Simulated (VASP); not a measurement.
A run of VASP 6.6.1 is set up as follows.

File INCAR:

```
SYSTEM = Bi2Te3
PREC = Accurate
ENCUT = 520
EDIFF = 1E-8
ISMEAR = -1
SIGMA = 0.08
LREAL = .False.
LASPH = .True.
NELM = 60
ALGO = Normal
ISIF = 2
LWAVE = .False.
LCHARG = .False.
GGA = PE
LEFG = .True.
NBANDS = 32
```

KPOINTS

```
Automatic mesh
0
Gamma
  8 8 8
  0 0 0
```

The input POSCAR:

```
Bi2Te3
1.0
    2.1864162414      1.2623280055      9.9466700000
   -2.1864162414      1.2623280055      9.9466700000
    0.0000000000     -2.5246560110      9.9466700000
Bi Te
2 3
Direct
    0.8120000000      0.8120000000      0.8120000000
    0.4020000000      0.4020000000      0.4020000000
    0.6110000000      0.6110000000      0.6110000000
    0.2000000000      0.2000000000      0.2000000000
    0.0000000000      0.0000000000      0.0000000000
```

Potentials or basis: VASP PAW PBE potentials, release 64 (Bi_d, Te).

Launch:

```sh
$ cat potpaw_PBE.64/Bi_d/POTCAR potpaw_PBE.64/Te/POTCAR > POTCAR
$ mpirun -np 1 vasp_std > vasp.out
```

(1) What does it give for the band gap on the k mesh?

(2) What does it give for the pressure?

(3) Predict the largest force.

Answers

(1) zero (bands 24 and 25 overlap by 0.16 eV).

(2) 2.7 GPa.

(3) 1.297 eV/Å.

Caveat: the cell differs from its parent crystal (equal xx and yy strain of -1 %); without QUAD_EFG the Cq values of the log hold for a quadrupole moment of 1 mb, not for the nuclei; spin-orbit coupling is left out, which moves the levels of the heavy elements; forces of over 1 eV/Å act on the atoms, so gaps and moduli don't describe the material at rest.
